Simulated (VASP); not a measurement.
Set up this calculation in VASP 6.6.1, as the native input.

* Task: single point
* Functional: PBE
* Potentials or basis: VASP PAW PBE potentials, release 64 (Al)
* Cutoff: 520 eV
* k mesh: 20 × 20 × 20
* Occupations: gaussian, width 0.15 eV
* Spin: no spin polarisation
* Dipole correction: no
* Further INCAR settings: ALGO = Fast; EDIFF = 1e-06; NBANDS = 8

The structure of Al lies in POSCAR:

```
Al
1.0
    0.0000000000      2.0846994000      1.9936203000
    2.0846994000      0.0000000000      1.9936203000
    2.0846994000      2.0846994000      0.0000000000
Al
1
Direct
    0.0000000000      0.0000000000      0.0000000000
```

This cell differs from its parent crystal: strain +0.030 along x and y, -0.015 along z.

The input as run:

INCAR

```
ALGO = Fast
EDIFF = 1E-6
ENCUT = 520
GGA = PE
ISIF = 2
ISMEAR = 0
LASPH = T
LCHARG = F
LREAL = F
LWAVE = F
NBANDS = 8
NELM = 80
PREC = Accurate
SIGMA = 0.15
```

KPOINTS

```
k-points
0
Gamma
  20 20 20
```

Potentials or basis: VASP PAW PBE potentials, release 64 (Al).

The run is started by

```bash
$ cat potpaw_PBE.64/Al/POTCAR > POTCAR
$ mpirun -np 1 vasp_std > vasp.out
```

Results of the run:

The pressure is -3.4 GPa and the band gap on the k mesh is zero (an odd number of electrons rules out a gap without spin polarisation).

Caveat: the cell differs from its parent crystal (strain +0.030 along x and y, -0.015 along z); the cell stands under tension.

Run time: 55 s on 1 thread of Intel Xeon 8259CL, on a shared host, peak memory 0.19 GiB.
